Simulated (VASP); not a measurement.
## TiC: single point with PBE

TiC:

```
Ti C
1.0
     0.00000    2.15930    2.15930
     2.15930    0.00000    2.15930
     2.15930    2.15930    0.00000
Ti C
1 1
Direct
  0.00000 0.00000 0.00000
  0.50000 0.50000 0.50000
```

```
Program                : VASP 6.6.1
Task                   : single point
Functional             : PBE
Potentials or basis    : VASP PAW PBE potentials, release 64 (Ti_sv, C)
Cutoff                 : 600 eV
k mesh                 : 7 × 7 × 7
Occupations            : fermi-dirac, width 0.15 eV
Spin                   : no spin polarisation
Dipole correction      : no
Further INCAR settings : ALGO = Normal; EDIFF = 1e-06; NBANDS = 15
```

```
Pressure               : 2.8 GPa
Band gap on the k mesh : zero (band 8 reaches 10.22 eV, above the bottom of band 9 at 9.11 eV)
```

Levels at points of the mesh, in eV from the Fermi level:
```csv
k point,band 5,band 6,band 7,band 8,band 9,band 10,band 11,band 12
"(0.00, 0.00, 0.00)",-12.40,0.74,0.74,0.74,1.73,1.73,1.73,1.77
```

Wall time 11 s on 1 thread of AMD EPYC 7R13 (shared host), peak memory 0.11 GiB.
